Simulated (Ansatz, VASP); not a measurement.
**One calculation of GaN, two programs**

POSCAR

```
GaN
1.0
    0.0000000000      2.2489367673      2.2489367673
    2.2489367673      0.0000000000      2.2489367673
    2.2489367673      2.2489367673      0.0000000000
Ga N
1 1
Direct
    0.0000000000      0.0000000000      0.0000000000
    0.7885082149      0.7371639284      0.7371639284
```

The input INCAR.step1:

```
SYSTEM = GaN
PREC     = Accurate       ! precision mode
ENCUT    = 1460           ! plane-wave cutoff, eV
ISMEAR   = 0              ! smearing method
SIGMA    = 0.05           ! smearing width, eV
LREAL    = .False.        ! projectors in reciprocal space
LASPH    = .True.         ! aspherical terms in the spheres
NELM     = 120            ! most SCF steps
NBANDS   = 16             ! bands
GGA      = PE             ! functional
ALGO     = Normal         ! electronic algorithm
EDIFF    = 1E-5           ! SCF threshold, eV
LWAVE    = .True.         ! write WAVECAR
LCHARG   = .False.        ! write CHGCAR
GGA_COMPAT= .False.
```

INCAR.step2

```
SYSTEM = GaN
PREC     = Accurate       ! precision mode
ENCUT    = 1460           ! plane-wave cutoff, eV
EDIFF    = 1E-6           ! SCF threshold, eV
ISMEAR   = 0              ! smearing method
SIGMA    = 0.05           ! smearing width, eV
LREAL    = .False.        ! projectors in reciprocal space
LASPH    = .True.         ! aspherical terms in the spheres
NELM     = 120            ! most SCF steps
ALGO     = Normal         ! electronic algorithm
ISIF     = 2              ! what is computed and relaxed
LWAVE    = .False.        ! write WAVECAR
LCHARG   = .False.        ! write CHGCAR
METAGGA  = R2SCAN         ! meta-GGA
LMIXTAU  = .True.       
NBANDS   = 16             ! bands
ISTART   = 1            
GGA_COMPAT= .False.
```

File KPOINTS:

```
Automatic mesh
0
Gamma
  10 10 10
  0 0 0
```

Input for Ansatz:

```yaml
crystal:
  lattice:
    - [0.0, 2.2489367673, 2.2489367673]
    - [2.2489367673, 0.0, 2.2489367673]
    - [2.2489367673, 2.2489367673, 0.0]
  atoms:
    - { symbol: Ga, position: [0.0, 0.0, 0.0] }
    - { symbol: "N", position: [0.7885082149, 0.7371639284, 0.7371639284] }
basis:
  ecutwfc: 500
kpoints:
  mp_grid: { grid: [10, 10, 10] }
hamiltonian:
  xc: r2scan
scf:
  occupations: { method: gaussian, width: 0.05 }
output:
  forces: true
  stress: true
  eigenvalues: true
```

Change from the starting cell: all N atoms moved -0.100 Å, as atom 2 towards its neighbour atom 1 (Ga) at 1.948 Å.

Alike in both runs: task single point; functional r2SCAN; k mesh 10 × 10 × 10; occupations gaussian, width 0.05 eV; no spin polarisation.

|  | VASP | Ansatz |
| --- | --- | --- |
| version | VASP 6.6.1 | Ansatz 0.2.0 |
| potentials or method | VASP PAW PBE potentials, release 64 (Ga_d, N_h), cutoff 1460 eV | scalar-relativistic, plane waves, PAW |
| valence electrons in the cell | 18 | 18 |

Ansatz gave:

| Quantity | Value |
| --- | --- |
| gap on the k mesh at the Fermi level (eV) | 1.98 |
| least direct gap on the mesh (eV) | 1.98 |
| pressure (GPa) | 0.9 |
| traceless stress, the component that is largest in VASP (GPa) | 2.60 |
| rms of the force components (eV/Å) | 0.570 |

Problem. Which values does VASP return?

Solution. gap on the k mesh at the Fermi level (eV): 1.98; least direct gap on the mesh (eV): 1.98; pressure (GPa): 2.0; traceless stress, the component that is largest in VASP (GPa): 2.75; rms of the force components (eV/Å): 0.581.

VASP's potentials were made for PBE, not for r2SCAN. Atom by atom the forces differ by 0.012 eV/Å (rms over components).
